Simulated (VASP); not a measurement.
# SbS2 (Im-3m) in VASP: single point with PBE

Aim: the single point of SbS2 with PBE.

Everything below comes from runs of VASP 6.6.1. Logs are shortened: lines on timing, memory, paths and dates and some standing lists are left out, and cuts for length are marked.

## (1) The cell of the first run

Symmetry: Im-3m, No. 229, cubic system. The conventional cell has a = 14.075 Å, b = 14.075 Å, c = 14.075 Å, α = 90.00°, β = 90.00°, γ = 90.00°. Within 3.3 Å of Sb (site symmetry -4m2) lie 4 S at 2.51 Å. S (site symmetry mm2) has 2 Sb at 2.51 Å and 2 S at 3.08 Å within 3.3 Å.

The cell was generated, and may not be a known phase.

## (2) Single point, PBE

The input, INCAR:

```
SYSTEM = SbS2
ALGO     = Normal         ! electronic algorithm
EDIFF    = 1E-6           ! SCF threshold, eV
ENCUT    = 520            ! plane-wave cutoff, eV
GGA      = PE             ! functional
ISIF     = 2              ! what is computed and relaxed
ISMEAR   = 0              ! smearing method
LASPH    = .TRUE.         ! aspherical terms in the spheres
LCHARG   = .TRUE.         ! write CHGCAR
LELF     = .TRUE.         ! ELF
LREAL    = Auto         
LVHAR    = .TRUE.       
LWAVE    = .FALSE.        ! write WAVECAR
NBANDS   = 66             ! bands
NELM     = 60             ! most SCF steps
PREC     = Accurate       ! precision mode
SIGMA    = 0.1            ! smearing width, eV
```

The input, KPOINTS:

```
k-points
0
G
  2 2 2
  0 0 0
```

The input, POSCAR:

```
SbS2
1.0
   -7.0377256836      7.0377256836      7.0377256836
    7.0377256836     -7.0377256836      7.0377256836
    7.0377256836      7.0377256836     -7.0377256836
Sb S
6 12
Direct
    0.7500000000      0.2500000000      0.5000000000
    0.2500000000      0.7500000000      0.5000000000
    0.5000000000      0.2500000000      0.7500000000
    0.7500000000      0.5000000000      0.2500000000
    0.5000000000      0.7500000000      0.2500000000
    0.2500000000      0.5000000000      0.7500000000
    0.6093658441      0.2187316883      0.6093658441
    0.7812683117      0.3906341559      0.3906341559
    0.6093658441      0.0000000000      0.3906341559
    0.0000000000      0.3906341559      0.6093658441
    0.3906341559      0.0000000000      0.6093658441
    0.0000000000      0.6093658441      0.3906341559
    0.3906341559      0.7812683117      0.3906341559
    0.2187316883      0.6093658441      0.6093658441
    0.6093658441      0.3906341559      0.0000000000
    0.3906341559      0.3906341559      0.7812683117
    0.6093658441      0.6093658441      0.2187316883
    0.3906341559      0.6093658441      0.0000000000
```

Potentials or basis: VASP PAW PBE potentials, release 64 (Sb, S).

Run with:

```console
$ cat potpaw_PBE.64/Sb/POTCAR potpaw_PBE.64/S/POTCAR > POTCAR
$ mpirun -np 1 vasp_std > vasp.out
```

OUTCAR:

```text
SYSTEM = SbS2
   EDIFF = 1E-6
   ENCUT = 520
   GGA = PE
   ISIF = 2
   ISMEAR = 0
   LASPH = .TRUE.
   LREAL = Auto
   NELM = 60
   PREC = Accurate

 ion  position               nearest neighbor table
   1  0.750  0.250  0.500-   7 2.51   8 2.51   9 2.51  10 2.51
   2  0.250  0.750  0.500-  13 2.51  14 2.51  11 2.51  12 2.51
   3  0.500  0.250  0.750-   7 2.51  16 2.51  15 2.51  11 2.51
   4  0.750  0.500  0.250-   8 2.51  17 2.51  15 2.51  12 2.51
   5  0.500  0.750  0.250-  13 2.51  17 2.51   9 2.51  18 2.51
   6  0.250  0.500  0.750-  14 2.51  16 2.51  10 2.51  18 2.51
   7  0.609  0.219  0.609-   1 2.51   3 2.51
   8  0.781  0.391  0.391-   1 2.51   4 2.51
   9  0.609  0.000  0.391-   1 2.51   5 2.51
  10  0.000  0.391  0.609-   1 2.51   6 2.51
  11  0.391  0.000  0.609-   2 2.51   3 2.51
  12  0.000  0.609  0.391-   2 2.51   4 2.51
  13  0.391  0.781  0.391-   2 2.51   5 2.51
  14  0.219  0.609  0.609-   2 2.51   6 2.51
  15  0.609  0.391  0.000-   3 2.51   4 2.51
  16  0.391  0.391  0.781-   3 2.51   6 2.51
  17  0.609  0.609  0.219-   4 2.51   5 2.51
  18  0.391  0.609  0.000-   5 2.51   6 2.51

  LATTYP: Found a body centered cubic cell.
 ALAT       =    14.0754513672

  Lattice vectors:

 A1 = (  -7.0377256836,   7.0377256836,   7.0377256836)
 A2 = (   7.0377256836,  -7.0377256836,   7.0377256836)
 A3 = (   7.0377256836,   7.0377256836,  -7.0377256836)

Analysis of symmetry for initial positions (statically):
=====================================================================
 Subroutine PRICEL returns:
 Original cell was already a primitive cell.

 Routine SETGRP: Setting up the symmetry group for a
 body centered cubic supercell.

 Subroutine GETGRP returns: Found 48 space group operations
 (whereof 48 operations were pure point group operations)
 out of a pool of 48 trial point group operations.

The static configuration has the point symmetry O_h .

Analysis of symmetry for dynamics (positions and initial velocities):
=====================================================================
 Subroutine PRICEL returns:
 Original cell was already a primitive cell.

 Routine SETGRP: Setting up the symmetry group for a
 body centered cubic supercell.

 Subroutine GETGRP returns: Found 48 space group operations
 (whereof 48 operations were pure point group operations)
 out of a pool of 48 trial point group operations.

The dynamic configuration has the point symmetry O_h .

 Subroutine INISYM returns: Found 48 space group operations
 (whereof 48 operations are pure point group operations),
 and found     1 'primitive' translations

----------------------------------------------------------------------------------------

                                     Primitive cell

  volume of cell :    1394.3025

  direct lattice vectors                    reciprocal lattice vectors
    -7.037725684  7.037725684  7.037725684     0.000000000  0.071045679  0.071045679
     7.037725684 -7.037725684  7.037725684     0.071045679  0.000000000  0.071045679
     7.037725684  7.037725684 -7.037725684     0.071045679  0.071045679  0.000000000

  length of vectors
    12.189698454 12.189698454 12.189698454     0.100473763  0.100473763  0.100473763

  position of ions in fractional coordinates (direct lattice)
     0.750000000  0.250000000  0.500000000
     0.250000000  0.750000000  0.500000000
     0.500000000  0.250000000  0.750000000
     0.750000000  0.500000000  0.250000000
     0.500000000  0.750000000  0.250000000
     0.250000000  0.500000000  0.750000000
[... 10 lines left out ...]
     0.609365844  0.609365844  0.218731688
     0.390634156  0.609365844  0.000000000

  ion indices of the primitive-cell ions
   primitive index   ion index
                 1           1
                 2           2
                 3           3
                 4           4
                 5           5
                 6           6
[... 10 lines left out ...]
                17          17
                18          18

----------------------------------------------------------------------------------------

 KPOINTS: k-points

Automatic generation of k-mesh.
 Grid dimensions read from file:
 generate k-points for:    2    2    2

 Generating k-lattice:

  Cartesian coordinates                     Fractional coordinates (reciprocal lattice)
     0.000000000  0.035522840  0.035522840     0.500000000  0.000000000  0.000000000
     0.035522840  0.000000000  0.035522840     0.000000000  0.500000000  0.000000000
     0.035522840  0.035522840  0.000000000     0.000000000  0.000000000  0.500000000

  Length of vectors
     0.050236881  0.050236881  0.050236881

  Shift w.r.t. Gamma in fractional coordinates (k-lattice)
     0.000000000  0.000000000  0.000000000

 Subroutine IBZKPT returns following result:
 ===========================================

 Found      3 irreducible k-points:

 Following reciprocal coordinates:
            Coordinates               Weight
  0.000000  0.000000  0.000000      1.000000
  0.500000  0.000000  0.000000      6.000000
  0.500000  0.500000  0.500000      1.000000
   k-points           NKPTS =      3   k-points in BZ     NKDIM =      3   number of bands    NBANDS=     66
   number of dos      NEDOS =    301   number of ions     NIONS =     18
   total plane-waves  NPLWV = 884736
   dimension x,y,z NGX =    96 NGY =   96 NGZ =   96
   dimension x,y,z NGXF=   192 NGYF=  192 NGZF=  192
   ions per type =               6  12
   NGX,Y,Z   is equivalent  to a cutoff of  13.09, 13.09, 13.09 a.u.
   NGXF,Y,Z  is equivalent  to a cutoff of  26.19, 26.19, 26.19 a.u.
 SYSTEM =  SbS2
   PREC   = accura    normal or accurate (medium, high low for compatibility)
   ISTART =      0    job   : 0-new  1-cont  2-samecut
   ICHARG =      2    charge: 1-file 2-atom 10-const
   ISPIN  =      1    spin polarized calculation?
   LNONCOLLINEAR =      F non collinear calculations
   LSORBIT =      F    spin-orbit coupling
   LASPH  =      T    aspherical Exc in radial PAW
   ENCUT  =  520.0 eV  38.22 Ry    6.18 a.u.  22.66 22.66 22.66*2*pi/ulx,y,z
   NELM   =     60;   NELMIN=  2; NELMDL= -5     # of ELM steps
   EDIFF  = 0.1E-05   stopping-criterion for ELM
   LREAL  =      T    real-space projection
   EDIFFG = 0.1E-04   stopping-criterion for IOM
   NSW    =      0    number of steps for IOM
   IBRION =     -1    ionic relax: 0-MD 1-quasi-New 2-CG
   NFREE  =      0    steps in history (QN), initial steepest desc. (CG)
   ISIF   =      2    stress and relaxation
   ISYM   =      2    0-nonsym 1-usesym 2-fastsym
   POTIM  = 0.5000    time-step for ionic-motion
   TEBEG  =    0.0;   TEEND  =   0.0 temperature during run
   PSTRESS=    0.0 pullay stress
   NELECT =     102.0000    total number of electrons
   NUPDOWN=      -1.0000    fix difference up-down
   EMIN   =  10.00;   EMAX   =-10.00  energy-range for DOS
   EFERMI =   0.00;   METHOD = LEGACY
   ISMEAR =     0;   SIGMA  =   0.10  broadening in eV -4-tet -1-fermi 0-gaus
   EFERMI_NEDOS =   21; number of points for ismear=-14 and -15
   IALGO  =     38    algorithm
   IMIX   =      4    mixing-type and parameters
     AMIX     =   0.40;   BMIX     =  1.00
     AMIX_MAG =   1.60;   BMIX_MAG =  1.00
  volume/ion in A,a.u.               =      77.46       522.73
  Fermi-wavevector in a.u.,A,eV,Ry     =   0.684682  1.293862  6.378277  0.468790
  Thomas-Fermi vector in A             =   1.764406
   LORBIT       =      0    0 simple, 1 ext, 2 COOP (PROOUT), +10 PAW based schemes
   GGA     = PE    functional components
   LHFCALC =     F    Hartree Fock is set to
   AEXX    =    0.0000 exact exchange contribution
   IVDW    =     0    specifies the selected vdW correction
   LEPSILON=     F    determine dielectric tensor
   LRPA    =     F    only Hartree local field effects (RPA)
 non-spin polarized calculation
 Gauss-broadening in eV      SIGMA  =   0.10
  energy-cutoff  :      520.00
  volume of cell :     1394.30
 maximum number of plane-waves:     37542
 NGX is ok and might be reduce to    96
   NGX = 45   NGY = 45   NGZ = 45

 number of electron     102.0000020 magnetization

 Free energy of the ion-electron system (eV)
  ---------------------------------------------------
  ext. energy  EPLUGINS =         0.00000000
  ---------------------------------------------------
  free energy    TOTEN  =       -67.69725817 eV

  energy without entropy =      -67.67795181  energy(sigma->0) =      -67.68760499

 E-fermi :  -2.1870     XC(G=0):  -4.0830

 val. band max:       -2.6257481336   @ k =   0.5000   0.0000   0.0000
 cond. band min:      -2.1565021802   @ k =   0.0000   0.0000   0.0000
 fundamental gap:      0.4692459534
 Fermi energy:        -2.1869823010

 k-point     1 :       0.0000    0.0000    0.0000
  band No.  band energies     occupation
      1     -16.0527      2.00000
      2     -15.4169      2.00000
      3     -15.4169      2.00000
      4     -15.3301      2.00000
      5     -15.3301      2.00000
      6     -15.3301      2.00000
[... 55 lines left out ...]
     62       0.1592      0.00000
     63       0.1592      0.00000

 k-point     2 :       0.5000    0.0000    0.0000
  band No.  band energies     occupation
      1     -15.9262      2.00000
      2     -15.8069      2.00000
      3     -15.5582      2.00000
      4     -15.3301      2.00000
      5     -15.0087      2.00000
      6     -14.8842      2.00000
[... 55 lines left out ...]
     62       0.3654      0.00000
     63       0.4154      0.00000

 k-point     3 :       0.5000    0.5000    0.5000
  band No.  band energies     occupation
      1     -15.8789      2.00000
      2     -15.8789      2.00000
      3     -15.3302      2.00000
      4     -15.3302      2.00000
      5     -15.3302      2.00000
      6     -15.0552      2.00000
[... 55 lines left out ...]
     62       0.8871      0.00000
     63       0.8871      0.00000
 [bands above 63 left out]

------------------------ aborting loop because EDIFF is reached ----------------------------------------

  FORCE on cell =-STRESS in cart. coord.  units (eV):
  Direction    XX          YY          ZZ          XY          YZ          ZX
  --------------------------------------------------------------------------------------
  -------------------------------------------------------------------------------------
  Total        0.5366206      0.5366206      0.5366206     -0.0000000     -0.0000000     -0.0000000
  in kB        0.6166247      0.6166247      0.6166247     -0.0000000     -0.0000000     -0.0000000
  external PRESSURE =       0.6166247 kB  Pullay stress =       0.0000000 kB

 VOLUME and BASIS-vectors are now :
 -----------------------------------------------------------------------------
  energy-cutoff  :      520.00
  volume of cell :     1394.30
      direct lattice vectors                 reciprocal lattice vectors
    -7.037725684  7.037725684  7.037725684     0.000000000  0.071045679  0.071045679
     7.037725684 -7.037725684  7.037725684     0.071045679  0.000000000  0.071045679
     7.037725684  7.037725684 -7.037725684     0.071045679  0.071045679  0.000000000

 POSITION                                       TOTAL-FORCE (eV/Angst)
 -----------------------------------------------------------------------------------
      0.00000      7.03773      3.51886         0.000000     -0.000000     -0.000000
      7.03773      0.00000      3.51886         0.000000     -0.000000     -0.000000
      3.51886      7.03773      0.00000         0.000000     -0.000000     -0.000000
      0.00000      3.51886      7.03773         0.000000     -0.000000     -0.000000
      3.51886      0.00000      7.03773         0.000000      0.000000     -0.000000
      7.03773      3.51886      0.00000         0.000000     -0.000000     -0.000000
[... 10 lines left out ...]
      1.53937      1.53937      7.03773        -0.004405     -0.004405      0.000000
      1.53937     -1.53937      7.03773        -0.004405      0.004405     -0.000000
 -----------------------------------------------------------------------------------
    total drift:                                0.000000      0.000000     -0.000000

  FREE ENERGIE OF THE ION-ELECTRON SYSTEM (eV)
  ---------------------------------------------------
  free  energy   TOTEN  =       -67.6972581732 eV

  energy  without entropy=      -67.6779518127  energy(sigma->0) =      -67.68760499
```

Run time: 22 min. Hardware: 1 thread of Intel Xeon 8259CL, shared host; peak memory 1.4 GiB.

What came out:

```
Free energy            : -67.6973 eV
Pressure               : 0.1 GPa
Largest force          : 0.006 eV/Å
Band gap on the k mesh : zero (bands 51 and 52 overlap by 0.35 eV)
```

Forces on the atoms (eV/Å):
```
Sb   0.000  0.000  0.000
Sb   0.000  0.000  0.000
Sb   0.000  0.000  0.000
Sb   0.000  0.000  0.000
Sb   0.000  0.000  0.000
Sb   0.000  0.000  0.000
S   -0.004  0.000 -0.004
S    0.000  0.004  0.004
S    0.004  0.000 -0.004
S    0.000 -0.004  0.004
S   -0.004  0.000  0.004
S    0.000  0.004 -0.004
S    0.004  0.000  0.004
S    0.000 -0.004 -0.004
S    0.004 -0.004  0.000
S    0.004  0.004  0.000
S   -0.004 -0.004  0.000
S   -0.004  0.004  0.000
```

Caveat: spin-orbit coupling is left out, which moves the levels of the heavy elements.

The gap in the log of VASP goes by the Fermi energy; the results here count the filled bands.